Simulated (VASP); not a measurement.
Wanted: the native input for a VASP 6.6.1 run.

```
Task                   : single point
Functional             : PBE
Potentials or basis    : VASP PAW PBE potentials, release 64 (Li_sv, C)
Cutoff                 : 520 eV
k mesh                 : 12 × 12 × 10
Occupations            : gaussian, width 0.1 eV
Spin                   : no spin polarisation
Dipole correction      : no
Further INCAR settings : ALGO = Normal; EDIFF = 1e-06; NBANDS = 25
```

The structure of LiC3 lies in POSCAR:

```
LiC3
1.0
    4.3942962154      0.0000000000      0.0000000000
   -2.1971481077      3.8055721543      0.0000000000
    0.0000000000      0.0000000000      3.6027897076
Li C
2 6
Direct
    0.3333333333      0.6666666667      0.5000000000
    0.6666666667      0.3333333333      0.5000000000
    0.3324143851      0.3324143851      0.0000000000
    0.0000000000      0.6675856149      0.0000000000
    0.6675856149      0.0000000000      0.0000000000
    0.0000000000      0.3324143851      0.0000000000
    0.6675856149      0.6675856149      0.0000000000
    0.3324143851      0.0000000000      0.0000000000
```

One way to write it, as run:

INCAR

```
SYSTEM = LiC3
ALGO = Normal
EDIFF = 1E-6
ENCUT = 520
GGA = PE
ISIF = 2
ISMEAR = 0
LASPH = .True.
LCHARG = .False.
LREAL = .False.
LWAVE = .False.
NBANDS = 25
NELM = 100
PREC = Accurate
SIGMA = 0.1
```

KPOINTS

```
k-points
0
Gamma
  12 12 10
  0 0 0
```

Potentials or basis: VASP PAW PBE potentials, release 64 (Li_sv, C).

Command:

```console
$ cat potpaw_PBE.64/Li_sv/POTCAR potpaw_PBE.64/C/POTCAR > POTCAR
$ mpirun -np 1 vasp_std > vasp.out
```

Results of the run:

```
Band gap on the k mesh : zero (band 15 reaches 10.04 eV, above the bottom of band 16 at 4.70 eV)
```

Run time: 62 s on 1 thread of Intel(R) Xeon(R) 6975P-C (Granite Rapids), with other jobs on the host, peak memory 0.25 GiB.
